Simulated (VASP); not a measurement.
# TaN (P-6m2) in VASP: settings compared

The runs below take TaN through single point, with BLYP, LDA, PBEsol.

Everything below comes from runs of VASP 6.6.1. Logs are shortened: lines on timing, memory, paths and dates and some standing lists are left out, and cuts for length are marked.

## 1. The cell of the first run

The structure is hexagonal, space group P-6m2 (No. 187). The conventional cell has a = 2.938 Å, b = 2.938 Å, c = 2.883 Å, α = 90.00°, β = 90.00°, γ = 120.00°. Within 2.9 Å of Ta (site symmetry -6m2) lie 6 N at 2.23 Å and 2 Ta at 2.88 Å. Within 2.9 Å of N (site symmetry -6m2) lie 6 Ta at 2.23 Å and 2 N at 2.88 Å.

## 2. Single point, BLYP

Contents of INCAR:

```
PREC     = Accurate       # precision mode
ENCUT    = 520            # plane-wave cutoff, eV
EDIFF    = 1E-6           # SCF threshold, eV
ISMEAR   = 1              # smearing method
SIGMA    = 0.05           # smearing width, eV
LREAL    = F              # projectors in reciprocal space
LASPH    = T              # aspherical terms in the spheres
NELM     = 60             # most SCF steps
ALGO     = Normal         # electronic algorithm
ISIF     = 2              # what is computed and relaxed
LWAVE    = F              # write WAVECAR
LCHARG   = F              # write CHGCAR
GGA      = B5             # functional
ALDAX    = 1.0          
AGGAX    = 1.0          
AGGAC    = 1.0          
ALDAC    = 0.0          
NBANDS   = 15             # bands
```

Contents of KPOINTS:

```
Automatic mesh
0
Gamma
  12 12 10
```

Contents of POSCAR:

```
TaN
1.0
    2.9380000000      0.0000000000      0.0000000000
   -1.4690000000      2.5443826400      0.0000000000
    0.0000000000      0.0000000000      2.8830000000
Ta N
1 1
Direct
    0.3333333300      0.6666666700      0.5000000000
    0.0000000000      0.0000000000      0.0000000000
```

Potentials or basis: VASP PAW PBE potentials, release 64 (Ta_pv, N).

On the command line:

```console
cat potpaw_PBE.64/Ta_pv/POTCAR potpaw_PBE.64/N/POTCAR > POTCAR
mpirun -np 1 vasp_std > vasp.out
```

OUTCAR:

```text
PREC = Accurate
   ENCUT = 520
   EDIFF = 1E-6
   ISMEAR = 1
   LREAL = F
   LASPH = T
   NELM = 60
   ISIF = 2
   GGA = B5

 ion  position               nearest neighbor table
   1  0.333  0.667  0.500-   2 2.23   2 2.23   2 2.23   2 2.23   2 2.23   2 2.23
   2  0.000  0.000  0.000-   1 2.23   1 2.23   1 2.23   1 2.23   1 2.23   1 2.23

  LATTYP: Found a hexagonal cell.
 ALAT       =     2.9380000000
 C/A-ratio  =     0.9812797822

  Lattice vectors:

 A1 = (   2.9380000000,   0.0000000000,   0.0000000000)
 A2 = (  -1.4690000000,   2.5443826400,   0.0000000000)
 A3 = (   0.0000000000,   0.0000000000,   2.8830000000)

Analysis of symmetry for initial positions (statically):
=====================================================================
 Subroutine PRICEL returns:
 Original cell was already a primitive cell.

 Routine SETGRP: Setting up the symmetry group for a
 hexagonal supercell.

 Subroutine GETGRP returns: Found 12 space group operations
 (whereof 12 operations were pure point group operations)
 out of a pool of 24 trial point group operations.

The static configuration has the point symmetry D_3h.

Analysis of symmetry for dynamics (positions and initial velocities):
=====================================================================
 Subroutine PRICEL returns:
 Original cell was already a primitive cell.

 Routine SETGRP: Setting up the symmetry group for a
 hexagonal supercell.

 Subroutine GETGRP returns: Found 12 space group operations
 (whereof 12 operations were pure point group operations)
 out of a pool of 24 trial point group operations.

The dynamic configuration has the point symmetry D_3h.

 Subroutine INISYM returns: Found 12 space group operations
 (whereof 12 operations are pure point group operations),
 and found     1 'primitive' translations

----------------------------------------------------------------------------------------

                                     Primitive cell

  volume of cell :      21.5516

  direct lattice vectors                    reciprocal lattice vectors
     2.938000000  0.000000000  0.000000000     0.340367597  0.196511323  0.000000000
    -1.469000000  2.544382640  0.000000000     0.000000000  0.393022647  0.000000000
     0.000000000  0.000000000  2.883000000     0.000000000  0.000000000  0.346860909

  length of vectors
     2.938000000  2.938000003  2.883000000     0.393022647  0.393022647  0.346860909

  position of ions in fractional coordinates (direct lattice)
     0.333333330  0.666666670  0.500000000
     0.000000000  0.000000000  0.000000000

  ion indices of the primitive-cell ions
   primitive index   ion index
                 1           1
                 2           2

----------------------------------------------------------------------------------------

 KPOINTS: Automatic mesh

Automatic generation of k-mesh.
 Grid dimensions read from file:
 generate k-points for:   12   12   10

 Generating k-lattice:

  Cartesian coordinates                     Fractional coordinates (reciprocal lattice)
     0.028363966  0.016375944  0.000000000     0.083333333  0.000000000  0.000000000
     0.000000000  0.032751887  0.000000000     0.000000000  0.083333333  0.000000000
     0.000000000  0.000000000  0.034686091     0.000000000  0.000000000  0.100000000

  Length of vectors
     0.032751887  0.032751887  0.034686091

  Shift w.r.t. Gamma in fractional coordinates (k-lattice)
     0.000000000  0.000000000  0.000000000

 Subroutine IBZKPT returns following result:
 ===========================================

 Found    114 irreducible k-points:

 Following reciprocal coordinates:
            Coordinates               Weight
  0.000000  0.000000  0.000000      1.000000
  0.083333  0.000000  0.000000      6.000000
  0.166667  0.000000  0.000000      6.000000
  0.250000  0.000000  0.000000      6.000000
  0.333333  0.000000  0.000000      6.000000
  0.416667  0.000000  0.000000      6.000000
[... 16 lines left out ...]
  0.250000  0.000000  0.100000     12.000000
  0.333333  0.000000  0.100000     12.000000
 [... further k-points ...]
   k-points           NKPTS =    114   k-points in BZ     NKDIM =    114   number of bands    NBANDS=     15
   number of dos      NEDOS =    301   number of ions     NIONS =      2
   total plane-waves  NPLWV =  13824
   dimension x,y,z NGX =    24 NGY =   24 NGZ =   24
   dimension x,y,z NGXF=    48 NGYF=   48 NGZF=   48
   ions per type =               1   1
   NGX,Y,Z   is equivalent  to a cutoff of  13.58, 13.58, 13.84 a.u.
   NGXF,Y,Z  is equivalent  to a cutoff of  27.16, 27.16, 27.68 a.u.
 SYSTEM =  unknown system
   PREC   = accura    normal or accurate (medium, high low for compatibility)
   ISTART =      0    job   : 0-new  1-cont  2-samecut
   ICHARG =      2    charge: 1-file 2-atom 10-const
   ISPIN  =      1    spin polarized calculation?
   LNONCOLLINEAR =      F non collinear calculations
   LSORBIT =      F    spin-orbit coupling
   LASPH  =      T    aspherical Exc in radial PAW
   ENCUT  =  520.0 eV  38.22 Ry    6.18 a.u.   5.46  5.46  5.36*2*pi/ulx,y,z
   NELM   =     60;   NELMIN=  2; NELMDL= -5     # of ELM steps
   EDIFF  = 0.1E-05   stopping-criterion for ELM
   LREAL  =      F    real-space projection
   EDIFFG = 0.1E-04   stopping-criterion for IOM
   NSW    =      0    number of steps for IOM
   IBRION =     -1    ionic relax: 0-MD 1-quasi-New 2-CG
   NFREE  =      0    steps in history (QN), initial steepest desc. (CG)
   ISIF   =      2    stress and relaxation
   ISYM   =      2    0-nonsym 1-usesym 2-fastsym
   POTIM  = 0.5000    time-step for ionic-motion
   TEBEG  =    0.0;   TEEND  =   0.0 temperature during run
   PSTRESS=    0.0 pullay stress
   NELECT =      16.0000    total number of electrons
   NUPDOWN=      -1.0000    fix difference up-down
   EMIN   =  10.00;   EMAX   =-10.00  energy-range for DOS
   EFERMI =   0.00;   METHOD = LEGACY
   ISMEAR =     1;   SIGMA  =   0.05  broadening in eV -4-tet -1-fermi 0-gaus
   EFERMI_NEDOS =   21; number of points for ismear=-14 and -15
   IALGO  =     38    algorithm
   IMIX   =      4    mixing-type and parameters
     AMIX     =   0.40;   BMIX     =  1.00
     AMIX_MAG =   1.60;   BMIX_MAG =  1.00
  volume/ion in A,a.u.               =      10.78        72.72
  Fermi-wavevector in a.u.,A,eV,Ry     =   1.482365  2.801264 29.897531  2.197407
  Thomas-Fermi vector in A             =   2.596160
   LORBIT       =      0    0 simple, 1 ext, 2 COOP (PROOUT), +10 PAW based schemes
   GGA     = B5    functional components
   LHFCALC =     F    Hartree Fock is set to
   AEXX    =    0.0000 exact exchange contribution
   IVDW    =     0    specifies the selected vdW correction
   LEPSILON=     F    determine dielectric tensor
   LRPA    =     F    only Hartree local field effects (RPA)
 non-spin polarized calculation
 Methfessel and Paxton  Order N= 1 SIGMA  =   0.05
  energy-cutoff  :      520.00
  volume of cell :       21.55
 maximum number of plane-waves:       599
 NGX is ok and might be reduce to    24
   NGX = 11   NGY = 11   NGZ = 11

 number of electron      16.0000001 magnetization

 Free energy of the ion-electron system (eV)
  ---------------------------------------------------
  ext. energy  EPLUGINS =         0.00000000
  ---------------------------------------------------
  free energy    TOTEN  =       -20.43027221 eV

  energy without entropy =      -20.43029406  energy(sigma->0) =      -20.43027949

 E-fermi :   8.8254     XC(G=0): -12.6523

 val. band max:        8.8200529263   @ k =   0.3333   0.3333   0.0000
 cond. band min:       8.8881444455   @ k =   0.0833   0.0000   0.5000
 fundamental gap:      0.0680915193
 Fermi energy:         8.8254255882

 k-point     1 :       0.0000    0.0000    0.0000
  band No.  band energies     occupation
      1     -26.0162      2.00000
      2     -25.7536      2.00000
      3     -25.7536      2.00000
      4      -8.8926      2.00000
      5       4.1917      2.00000
      6       4.1917      2.00000
      7       4.6030      2.00000
      8       5.8448      2.00000
      9      11.1803      0.00000
     10      12.2749      0.00000
     11      12.2749      0.00000
     12      12.6843      0.00000
     13      12.6843      0.00000
     14      21.3842      0.00000
     15      22.3707      0.00000

 k-point     2 :       0.0833    0.0000    0.0000
  band No.  band energies     occupation
      1     -26.0067      2.00000
      2     -25.8289      2.00000
      3     -25.7697      2.00000
      4      -8.7515      2.00000
      5       3.7881      2.00000
      6       4.3011      2.00000
      7       4.7996      2.00000
      8       5.6383      2.00000
      9      11.6641      0.00000
     10      12.0094      0.00000
     11      12.2990      0.00000
     12      12.6126      0.00000
     13      12.8750      0.00000
     14      21.3859      0.00000
     15      22.3264      0.00000

 k-point     3 :       0.1667    0.0000    0.0000
  band No.  band energies     occupation
      1     -26.0297      2.00000
      2     -25.9807      2.00000
      3     -25.8133      2.00000
      4      -8.3632      2.00000
      5       2.9302      2.00000
      6       4.5923      2.00000
      7       5.1338      2.00000
      8       5.2509      2.00000
      9      11.3288      0.00000
     10      12.4111      0.00000
     11      12.4224      0.00000
     12      12.8906      0.00000
     13      13.2984      0.00000
     14      21.3903      0.00000
     15      22.2611      0.00000

 k-point     4 :       0.2500    0.0000    0.0000
  band No.  band energies     occupation
      1     -26.2936      2.00000
      2     -25.9450      2.00000
      3     -25.8723      2.00000
      4      -7.8216      2.00000
      5       2.0231      2.00000
      6       4.5433      2.00000
      7       4.9660      2.00000
      8       5.6814      2.00000
      9      10.9336      0.00000
     10      12.1756      0.00000
     11      12.6942      0.00000
     12      13.6848      0.00000
     13      14.1641      0.00000
     14      21.3968      0.00000
     15      22.3744      0.00000
[... 307 lines left out ...]
 k-point    22 :       0.1667    0.0000    0.1000
  band No.  band energies     occupation
      1     -26.0782      2.00000
      2     -26.0135      2.00000
      3     -25.8052      2.00000
      4      -8.1979      2.00000
      5       3.0201      2.00000
      6       4.1462      2.00000
      7       4.6030      2.00000
      8       6.0993      2.00000
      9      11.1301      0.00000
     10      11.2107      0.00000
     11      12.7017      0.00000
     12      13.4712      0.00000
     13      13.8919      0.00000
     14      21.3867      0.00000
     15      22.1340      0.00000

 k-point    23 :       0.2500    0.0000    0.1000
  band No.  band energies     occupation
      1     -26.2830      2.00000
      2     -26.0313      2.00000
      3     -25.8638      2.00000
      4      -7.7035      2.00000
      5       2.0985      2.00000
      6       4.0500      2.00000
      7       4.8842      2.00000
      8       6.0903      2.00000
      9      11.0399      0.00000
     10      11.3806      0.00000
     11      13.0994      0.00000
     12      13.5399      0.00000
     13      14.9552      0.00000
     14      21.3914      0.00000
     15      22.0953      0.00000

 k-point    24 :       0.3333    0.0000    0.1000
  band No.  band energies     occupation
      1     -26.5329      2.00000
      2     -25.9931      2.00000
      3     -25.9216      2.00000
      4      -7.1972      2.00000
      5       1.3303      2.00000
      6       3.7632      2.00000
      7       5.1048      2.00000
      8       6.0889      2.00000
      9      11.3866      0.00000
     10      11.6919      0.00000
     11      13.3524      0.00000
     12      13.6780      0.00000
     13      15.9337      0.00000
     14      21.3920      0.00000
     15      22.2613      0.00000

 [... further k-points ...]
[... 5 lines left out ...]
  --------------------------------------------------------------------------------------
  -------------------------------------------------------------------------------------
  Total        2.3239662      2.3239662      2.6218404      0.0000000     -0.0000000      0.0000000
  in kB      172.7672911    172.7672916    194.9117329      0.0000000     -0.0000000      0.0000000
  external PRESSURE =     180.1487719 kB  Pullay stress =       0.0000000 kB

 VOLUME and BASIS-vectors are now :
 -----------------------------------------------------------------------------
  energy-cutoff  :      520.00
  volume of cell :       21.55
      direct lattice vectors                 reciprocal lattice vectors
     2.938000000  0.000000000  0.000000000     0.340367597  0.196511323  0.000000000
    -1.469000000  2.544382640  0.000000000     0.000000000  0.393022647  0.000000000
     0.000000000  0.000000000  2.883000000     0.000000000  0.000000000  0.346860909

 POSITION                                       TOTAL-FORCE (eV/Angst)
 -----------------------------------------------------------------------------------
     -0.00000      1.69626      1.44150         0.000000      0.000000      0.000000
      0.00000      0.00000      0.00000        -0.000000      0.000000      0.000000
 -----------------------------------------------------------------------------------
    total drift:                                0.000003     -0.000002     -0.000000

  FREE ENERGIE OF THE ION-ELECTRON SYSTEM (eV)
  ---------------------------------------------------
  free  energy   TOTEN  =       -20.4302722145 eV

  energy  without entropy=      -20.4302940556  energy(sigma->0) =      -20.43027949
```

Wall time 25 s (1 thread of Intel Xeon Platinum 8259CL at 2.50GHz (Skylake/Cascade Lake), shared host); peak memory 0.16 GiB.

What came out:

```
Free energy            : -20.4303 eV
Pressure               : 18.0 GPa
Band gap on the k mesh : zero (band 8 reaches 9.16 eV, above the bottom of band 9 at 8.65 eV)
```

Caveat: the PAW data sets were made with another functional, which shifts forces and pressure a little; spin-orbit coupling is left out, which moves the levels of the heavy elements.

## 3. Single point, LDA

Contents of INCAR:

```
ALGO = Normal
EDIFF = 1E-6
ENCUT = 520
GGA = CA
ISIF = 2
ISMEAR = 1
LASPH = T
LCHARG = F
LREAL = F
LWAVE = F
NBANDS = 15
NELM = 80
PREC = Accurate
SIGMA = 0.05
```

Contents of KPOINTS:

```
k-points
0
Gamma
  12 12 10
```

POSCAR is that of step 2.

Potentials or basis: VASP PAW LDA potentials, release 64 (Ta_pv, N).

On the command line:

```console
cat potpaw_LDA.64/Ta_pv/POTCAR potpaw_LDA.64/N/POTCAR > POTCAR
mpirun -np 1 vasp_std > vasp.out
```

Run time: 20 s. Hardware: 1 thread of Intel Xeon Platinum 8259CL at 2.50GHz (Skylake/Cascade Lake), shared host; peak memory 0.15 GiB.

It converged, with:

- Free energy: -24.7008 eV
- Pressure: -9.8 GPa
- Band gap on the k mesh: zero (band 8 reaches 8.48 eV, above the bottom of band 9 at 7.99 eV)

Stress tensor (GPa, compression positive):
```
 -9.35   0.00   0.00
  0.00  -9.35   0.00
  0.00   0.00 -10.71
```

Levels at points of the mesh, in eV from the Fermi level:
```tsv
k point	band 5	band 6	band 7	band 8	band 9	band 10	band 11	band 12
(0.00, 0.00, 0.00)	-4.66	-4.66	-4.31	-2.99	2.25	3.47	3.47	3.82
(0.50, 0.00, 0.00)	-8.35	-5.30	-3.59	-3.24	2.83	3.92	5.07	5.16
(0.00, 0.00, 0.50)	-9.41	-3.85	-3.85	-0.23	-0.23	2.32	3.16	3.16
(0.50, 0.00, 0.50)	-7.40	-6.24	-5.79	-0.39	4.08	5.22	5.94	6.93
```

Caveat: spin-orbit coupling is left out, which moves the levels of the heavy elements.

## 4. Single point, PBEsol

Contents of INCAR:

```
SYSTEM = TaN
PREC     = Accurate       ! precision mode
ENCUT    = 520            ! plane-wave cutoff, eV
EDIFF    = 1E-6           ! SCF threshold, eV
ISMEAR   = 1              ! smearing method
SIGMA    = 0.05           ! smearing width, eV
LREAL    = .FALSE.        ! projectors in reciprocal space
LASPH    = .TRUE.         ! aspherical terms in the spheres
NELM     = 80             ! most SCF steps
ALGO     = Normal         ! electronic algorithm
ISIF     = 2              ! what is computed and relaxed
LWAVE    = .FALSE.        ! write WAVECAR
LCHARG   = .FALSE.        ! write CHGCAR
GGA      = PS             ! functional
NBANDS   = 15             ! bands
```

Contents of KPOINTS:

```
Automatic mesh
0
G
  12 12 10
  0 0 0
```

POSCAR is that of step 3.

Potentials or basis: VASP PAW PBE potentials, release 64 (Ta_pv, N).

On the command line:

```console
cat potpaw_PBE.64/Ta_pv/POTCAR potpaw_PBE.64/N/POTCAR > POTCAR
mpirun -np 1 vasp_std > vasp.out
```

Wall time 23 s (1 thread of Intel Xeon Platinum 8259CL at 2.50GHz (Skylake/Cascade Lake), shared host); peak memory 0.17 GiB.

Results (log left out):

```yaml
Free_energy: -23.8031 eV
Pressure: -4.1 GPa
Band_gap_on_the_k_mesh: zero (band 8 reaches 8.49 eV, above the bottom of band 9 at 7.99 eV)
```

Stress tensor (GPa, compression positive):
```
-4.06  0.00  0.00
 0.00 -4.06  0.00
 0.00  0.00 -4.16
```

Levels at points of the mesh, in eV from the Fermi level:
```
           k point  band 5  band 6  band 7  band 8  band 9  band 10  band 11  band 12
(0.00, 0.00, 0.00)   -4.68   -4.68   -4.35   -3.03    2.09     3.48     3.48     3.86
(0.50, 0.00, 0.00)   -8.43   -5.32   -3.62   -3.29    2.86     3.92     5.09     5.18
(0.00, 0.00, 0.50)   -9.51   -3.87   -3.87   -0.22   -0.22     2.32     3.18     3.18
(0.50, 0.00, 0.50)   -7.46   -6.32   -5.82   -0.47    4.03     5.24     5.95     6.97
```

Caveat: the PAW data sets were made with another functional, which shifts forces and pressure a little; spin-orbit coupling is left out, which moves the levels of the heavy elements.

## 5. Overview

| level | potentials or basis | gap on the mesh (eV) | pressure (GPa) |
| --- | --- | --- | --- |
| BLYP | VASP PAW PBE potentials, release 64 (Ta_pv, N) | none | 18.0 |
| LDA | VASP PAW LDA potentials, release 64 (Ta_pv, N) | none | -9.8 |
| PBEsol | VASP PAW PBE potentials, release 64 (Ta_pv, N) | none | -4.1 |

Alike in all rows: task single point; no spin polarisation; cell as given; k mesh 12 × 12 × 10; cutoff (eV) 520; smearing methfessel-paxton 0.05 eV.

Caveats: spin-orbit coupling is left out, which moves the levels of the heavy elements; the PAW data sets were made with another functional, which shifts forces and pressure a little (some runs).

Absolute energies hang on the potentials; compare differences alone.
